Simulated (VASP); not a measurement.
# CuI (I-4m2) in VASP: settings compared, part 2 of 2

VASP 6.6.1. The steps go on from the part before.

## (3) Single point, r2SCAN (uniaxial z strain +4.5%)

POSCAR reads:

```
CuI
1.0
    0.0000000000      3.0120289470      3.1481726554
    3.0120289470      0.0000000000      3.1481726554
    3.0120289470      3.0120289470      0.0000000000
Cu I
1 1
Direct
    0.0000000000      0.0000000000      0.0000000000
    0.2500000000      0.2500000000      0.2500000000
```

INCAR.step1 reads:

```
SYSTEM = CuI
PREC = Accurate
ENCUT = 520
ISMEAR = 0
SIGMA = 0.01
LREAL = .FALSE.
LASPH = .TRUE.
NELM = 80
NBANDS = 16
GGA = PE
ALGO = Normal
EDIFF = 1E-4
LWAVE = .TRUE.
LCHARG = .FALSE.
```

INCAR.step2 reads:

```
SYSTEM = CuI
PREC = Accurate
ENCUT = 520
EDIFF = 1E-6
ISMEAR = 0
SIGMA = 0.01
LREAL = .FALSE.
LASPH = .TRUE.
NELM = 80
ALGO = Normal
ISIF = 2
LWAVE = .FALSE.
LCHARG = .FALSE.
METAGGA = R2SCAN
LMIXTAU = .TRUE.
NBANDS = 16
ISTART = 1
```

KPOINTS reads:

```
regular mesh
0
G
  8 8 8
  0 0 0
```

Potentials or basis: VASP PAW PBE potentials, release 64 (Cu, I).

On the command line:

```console
$ cat potpaw_PBE.64/Cu/POTCAR potpaw_PBE.64/I/POTCAR > POTCAR
$ cp INCAR.step1 INCAR
$ mpirun -np 1 vasp_std > vasp.out
$ cp INCAR.step2 INCAR
$ mpirun -np 1 vasp_std > vasp.out
```

OUTCAR:

```text
SYSTEM = CuI
   PREC = Accurate
   ENCUT = 520
   EDIFF = 1E-6
   ISMEAR = 0
   LREAL = .FALSE.
   LASPH = .TRUE.
   NELM = 80
   ISIF = 2
   METAGGA = R2SCAN
   ISTART = 1

 ion  position               nearest neighbor table
   1  0.000  0.000  0.000-   2 2.65   2 2.65   2 2.65   2 2.65
   2  0.250  0.250  0.250-   1 2.65   1 2.65   1 2.65   1 2.65

  LATTYP: Found a body centered tetragonal cell.
 ALAT       =     4.2596521871
 C/A-ratio  =     1.4781360154

  Lattice vectors:

 A1 = (  -3.0120289470,   0.0000000000,   3.1481726554)
 A2 = (   3.0120289470,   0.0000000000,   3.1481726554)
 A3 = (   0.0000000000,   3.0120289470,  -3.1481726554)

Analysis of symmetry for initial positions (statically):
=====================================================================
 Subroutine PRICEL returns:
 Original cell was already a primitive cell.

 Routine SETGRP: Setting up the symmetry group for a
 body centered tetragonal supercell.

 Subroutine GETGRP returns: Found  8 space group operations
 (whereof  8 operations were pure point group operations)
 out of a pool of 16 trial point group operations.

The static configuration has the point symmetry D_2d.

Analysis of symmetry for dynamics (positions and initial velocities):
=====================================================================
 Subroutine PRICEL returns:
 Original cell was already a primitive cell.

 Routine SETGRP: Setting up the symmetry group for a
 body centered tetragonal supercell.

 Subroutine GETGRP returns: Found  8 space group operations
 (whereof  8 operations were pure point group operations)
 out of a pool of 16 trial point group operations.

The dynamic configuration has the point symmetry D_2d.

 Subroutine INISYM returns: Found  8 space group operations
 (whereof  8 operations are pure point group operations),
 and found     1 'primitive' translations

----------------------------------------------------------------------------------------

                                     Primitive cell

  volume of cell :      57.1224

  direct lattice vectors                    reciprocal lattice vectors
     0.000000000  3.012028947  3.148172655    -0.166001061  0.166001061  0.158822293
     3.012028947  0.000000000  3.148172655     0.166001061 -0.166001061  0.158822293
     3.012028947  3.012028947  0.000000000     0.166001061  0.166001061 -0.158822293

  length of vectors
     4.356983985  4.356983985  4.259652187     0.283438221  0.283438221  0.283438221

  position of ions in fractional coordinates (direct lattice)
     0.000000000  0.000000000  0.000000000
     0.250000000  0.250000000  0.250000000

  ion indices of the primitive-cell ions
   primitive index   ion index
                 1           1
                 2           2

----------------------------------------------------------------------------------------

 KPOINTS: regular mesh

Automatic generation of k-mesh.
 Grid dimensions read from file:
 generate k-points for:    8    8    8

 Generating k-lattice:

  Cartesian coordinates                     Fractional coordinates (reciprocal lattice)
    -0.020750133  0.020750133  0.019852787     0.125000000  0.000000000  0.000000000
     0.020750133 -0.020750133  0.019852787     0.000000000  0.125000000  0.000000000
     0.020750133  0.020750133 -0.019852787     0.000000000  0.000000000  0.125000000

  Length of vectors
     0.035429778  0.035429778  0.035429778

  Shift w.r.t. Gamma in fractional coordinates (k-lattice)
     0.000000000  0.000000000  0.000000000

 Subroutine IBZKPT returns following result:
 ===========================================

 Found     59 irreducible k-points:

 Following reciprocal coordinates:
            Coordinates               Weight
  0.000000  0.000000  0.000000      1.000000
  0.125000  0.000000  0.000000      8.000000
  0.250000  0.000000  0.000000      8.000000
  0.375000  0.000000  0.000000      8.000000
  0.500000  0.000000  0.000000      4.000000
  0.125000  0.125000  0.000000      2.000000
[... 16 lines left out ...]
  0.250000  0.000000  0.125000     16.000000
  0.375000  0.000000  0.125000     16.000000
 [... further k-points ...]
   k-points           NKPTS =     59   k-points in BZ     NKDIM =     59   number of bands    NBANDS=     16
   number of dos      NEDOS =    301   number of ions     NIONS =      2
   total plane-waves  NPLWV =  32768
   dimension x,y,z NGX =    32 NGY =   32 NGZ =   32
   dimension x,y,z NGXF=    64 NGYF=   64 NGZF=   64
   ions per type =               1   1
   NGX,Y,Z   is equivalent  to a cutoff of  12.21, 12.21, 12.49 a.u.
   NGXF,Y,Z  is equivalent  to a cutoff of  24.42, 24.42, 24.98 a.u.
 SYSTEM =  CuI
   PREC   = accura    normal or accurate (medium, high low for compatibility)
   ISTART =      1    job   : 0-new  1-cont  2-samecut
   ICHARG =      0    charge: 1-file 2-atom 10-const
   ISPIN  =      1    spin polarized calculation?
   LNONCOLLINEAR =      F non collinear calculations
   LSORBIT =      F    spin-orbit coupling
   LASPH  =      T    aspherical Exc in radial PAW
   ENCUT  =  520.0 eV  38.22 Ry    6.18 a.u.   8.10  8.10  7.92*2*pi/ulx,y,z
   NELM   =     80;   NELMIN=  2; NELMDL=  0     # of ELM steps
   EDIFF  = 0.1E-05   stopping-criterion for ELM
   LREAL  =      F    real-space projection
   EDIFFG = 0.1E-04   stopping-criterion for IOM
   NSW    =      0    number of steps for IOM
   IBRION =     -1    ionic relax: 0-MD 1-quasi-New 2-CG
   NFREE  =      0    steps in history (QN), initial steepest desc. (CG)
   ISIF   =      2    stress and relaxation
   ISYM   =      2    0-nonsym 1-usesym 2-fastsym
   POTIM  = 0.5000    time-step for ionic-motion
   TEBEG  =    0.0;   TEEND  =   0.0 temperature during run
   PSTRESS=    0.0 pullay stress
   NELECT =      18.0000    total number of electrons
   NUPDOWN=      -1.0000    fix difference up-down
   EMIN   =  10.00;   EMAX   =-10.00  energy-range for DOS
   EFERMI =   0.00;   METHOD = LEGACY
   ISMEAR =     0;   SIGMA  =   0.01  broadening in eV -4-tet -1-fermi 0-gaus
   EFERMI_NEDOS =   21; number of points for ismear=-14 and -15
   IALGO  =     38    algorithm
   IMIX   =      4    mixing-type and parameters
     AMIX     =   0.40;   BMIX     =  1.00
     AMIX_MAG =   1.60;   BMIX_MAG =  1.00
  volume/ion in A,a.u.               =      28.56       192.74
  Fermi-wavevector in a.u.,A,eV,Ry     =   1.114030  2.105211 16.885673  1.241062
  Thomas-Fermi vector in A             =   2.250620
   LORBIT       =      0    0 simple, 1 ext, 2 COOP (PROOUT), +10 PAW based schemes
   METAGGA = R2SCAN    functional components
   LHFCALC =     F    Hartree Fock is set to
   AEXX    =    0.0000 exact exchange contribution
   IVDW    =     0    specifies the selected vdW correction
   LEPSILON=     F    determine dielectric tensor
   LRPA    =     F    only Hartree local field effects (RPA)
 non-spin polarized calculation
 Gauss-broadening in eV      SIGMA  =   0.01
  energy-cutoff  :      520.00
  volume of cell :       57.12
 maximum number of plane-waves:      1560
   NGX = 17   NGY = 17   NGZ = 15

 number of electron      18.0000013 magnetization

 Free energy of the ion-electron system (eV)
  ---------------------------------------------------
  ext. energy  EPLUGINS =         0.00000000
  ---------------------------------------------------
  free energy    TOTEN  =       -35.77676774 eV

  energy without entropy =      -35.77676774  energy(sigma->0) =      -35.77676774

 E-fermi :   4.1045     XC(G=0):  -9.3285

 val. band max:        4.0130070983   @ k =   0.0000   0.0000   0.0000
 cond. band min:       5.5308512204   @ k =   0.0000   0.0000   0.0000
 fundamental gap:      1.5178441221
 Fermi energy:         4.1045464340

 k-point     1 :       0.0000    0.0000    0.0000
  band No.  band energies     occupation
      1     -10.3962      2.00000
      2       0.2699      2.00000
      3       0.3311      2.00000
      4       0.3312      2.00000
      5       2.2447      2.00000
      6       2.2790      2.00000
[... 8 lines left out ...]
     15      13.5805      0.00000
     16      14.2666      0.00000
[... 419 lines left out ...]
 k-point    24 :       0.3750    0.0000    0.1250
  band No.  band energies     occupation
      1      -9.9518      2.00000
      2      -1.1528      2.00000
      3       0.1797      2.00000
      4       0.2800      2.00000
      5       2.2276      2.00000
      6       2.2942      2.00000
[... 8 lines left out ...]
     15      14.1960      0.00000
     16      14.7232      0.00000

 [... further k-points ...]

------------------------ aborting loop because EDIFF is reached ----------------------------------------

  FORCE on cell =-STRESS in cart. coord.  units (eV):
  Direction    XX          YY          ZZ          XY          YZ          ZX
  --------------------------------------------------------------------------------------
  -------------------------------------------------------------------------------------
  Total       -0.5430161     -0.5430161     -0.8602256      0.0000000      0.0000000      0.0000000
  in kB      -15.2305799    -15.2305799    -24.1277123      0.0000000      0.0000000      0.0000000
  external PRESSURE =     -18.1962907 kB  Pullay stress =       0.0000000 kB

 VOLUME and BASIS-vectors are now :
 -----------------------------------------------------------------------------
  energy-cutoff  :      520.00
  volume of cell :       57.12
      direct lattice vectors                 reciprocal lattice vectors
     0.000000000  3.012028947  3.148172655    -0.166001061  0.166001061  0.158822293
     3.012028947  0.000000000  3.148172655     0.166001061 -0.166001061  0.158822293
     3.012028947  3.012028947  0.000000000     0.166001061  0.166001061 -0.158822293

 POSITION                                       TOTAL-FORCE (eV/Angst)
 -----------------------------------------------------------------------------------
      0.00000      0.00000      0.00000         0.000000      0.000000      0.000000
      1.50601      1.50601      1.57409        -0.000000     -0.000000      0.000000
 -----------------------------------------------------------------------------------
    total drift:                                0.000003      0.000003      0.000029

  FREE ENERGIE OF THE ION-ELECTRON SYSTEM (eV)
  ---------------------------------------------------
  free  energy   TOTEN  =       -35.7767677381 eV

  energy  without entropy=      -35.7767677381  energy(sigma->0) =      -35.77676774
```

OUTCAR.step1:

```text
SYSTEM = CuI
   PREC = Accurate
   ENCUT = 520
   ISMEAR = 0
   LREAL = .FALSE.
   LASPH = .TRUE.
[... 678 lines left out ...]
      0.00000      0.00000      0.00000         0.000000      0.000000      0.000000
      1.50601      1.50601      1.57409        -0.000000     -0.000000     -0.000000
 -----------------------------------------------------------------------------------
    total drift:                               -0.000001     -0.000001     -0.000002

  FREE ENERGIE OF THE ION-ELECTRON SYSTEM (eV)
  ---------------------------------------------------
  free  energy   TOTEN  =        -5.5567321363 eV

  energy  without entropy=       -5.5567321363  energy(sigma->0) =       -5.55673214
```

OSZICAR.step1:

```text
N       E                     dE             d eps       ncg     rms          rms(c)
DAV:   1     0.100899032846E+03    0.10090E+03   -0.77225E+03  1888   0.118E+03
DAV:   2     0.867761273387E+00   -0.10003E+03   -0.91059E+02  2000   0.223E+02
DAV:   3    -0.554707422641E+01   -0.64148E+01   -0.63382E+01  2456   0.637E+01
DAV:   4    -0.575626416775E+01   -0.20919E+00   -0.20913E+00  2640   0.103E+01
DAV:   5    -0.575970095962E+01   -0.34368E-02   -0.34367E-02  2680   0.130E+00    0.505E+00
DAV:   6    -0.568810381904E+01    0.71597E-01   -0.24924E+00  1920   0.417E+01    0.328E+00
DAV:   7    -0.555721181117E+01    0.13089E+00   -0.59692E-01  2008   0.249E+01    0.162E+00
DAV:   8    -0.555855346308E+01   -0.13417E-02   -0.31111E-02  3056   0.242E+00    0.413E-01
DAV:   9    -0.555655232592E+01    0.20011E-02   -0.81567E-03  2408   0.261E+00    0.115E-01
DAV:  10    -0.555672844061E+01   -0.17611E-03   -0.51060E-04  2376   0.185E-01    0.372E-02
DAV:  11    -0.555673213625E+01   -0.36956E-05   -0.12845E-04  1856   0.326E-01
   1 F= -.55567321E+01 E0= -.55567321E+01  d E =-.129534E-12
```

Run time: 2.5 min. Hardware: 1 thread of AMD EPYC 7R43 (Zen 3), shared host; peak memory 0.19 GiB.

What came out:

```yaml
Free_energy: -35.7768 eV
Pressure: -1.8 GPa
Band_gap_on_the_k_mesh: 1.52 eV
```

Caveat: the cell differs from its parent crystal (uniaxial z strain +4.5%); the PAW data sets were made with another functional, which shifts forces and pressure a little; spin-orbit coupling is left out, which moves the levels of the heavy elements.
